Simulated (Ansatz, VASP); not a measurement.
# Mg in VASP and in Ansatz

File INCAR:

```
SYSTEM = Mg
ALGO = Normal
EDIFF = 1E-6
ENCUT = 520
GGA = PE
ISIF = 2
ISMEAR = 0
LASPH = .TRUE.
LCHARG = .FALSE.
LREAL = .FALSE.
LWAVE = .FALSE.
NBANDS = 9
NELM = 80
PREC = Accurate
SIGMA = 0.1
```

The input KPOINTS:

```
k-points
0
G
  15 15 8
  0 0 0
```

File POSCAR:

```
Mg
1.0
    3.2762811221      0.0000000000      0.0000000000
   -1.6381405610      2.8373426817      0.0000000000
    0.0000000000      0.0000000000      5.2409667404
Mg
2
Direct
    0.3333333333      0.6666666667      0.2979816058
    0.6666666667      0.3333333333      0.7020183942
```

Input for Ansatz:

```yaml
crystal:
  lattice:
    - [3.2762811221, 0.0, 0.0]
    - [-1.638140561, 2.8373426817, 0.0]
    - [0.0, 0.0, 5.2409667404]
  atoms:
    - { symbol: Mg, position: [0.3333333333, 0.6666666667, 0.2979816058] }
    - { symbol: Mg, position: [0.6666666667, 0.3333333333, 0.7020183942] }
basis:
  ecutwfc: 420
kpoints:
  mp_grid: { grid: [15, 15, 8] }
hamiltonian:
  xc: pbe
scf:
  occupations: { method: gaussian, width: 0.1 }
output:
  forces: true
  stress: true
  eigenvalues: true
```

Alike in both runs: task single point; functional PBE; k mesh 15 × 15 × 8; occupations gaussian, width 0.1 eV; no spin polarisation.

```csv
,VASP,Ansatz
version,VASP 6.6.1,Ansatz 0.2.0
potentials or method,"VASP PAW PBE potentials, release 64 (Mg), cutoff 520 eV","scalar-relativistic, plane waves, PAW"
valence electrons in the cell,4,20
```

```csv
,VASP,Ansatz,Ansatz less VASP
gap on the k mesh at the Fermi level (eV),none,none,-
pressure (GPa),0.9,1.0,+0.10
"traceless stress, the component that is largest in VASP (GPa)",2.02,2.01,-0.011
rms of the force components (eV/Å),0.773,0.774,+0.0008
```

Atom by atom the forces differ by 0.001 eV/Å (rms over components). A gap of «none» marks a metal or a gap that the smearing closes. The functional is the same, so the differences come from potentials, cutoffs and numerics. VASP's potentials hold 4 valence electrons a cell and Ansatz's 20, so a difference there can come from the potentials and not from the codes.
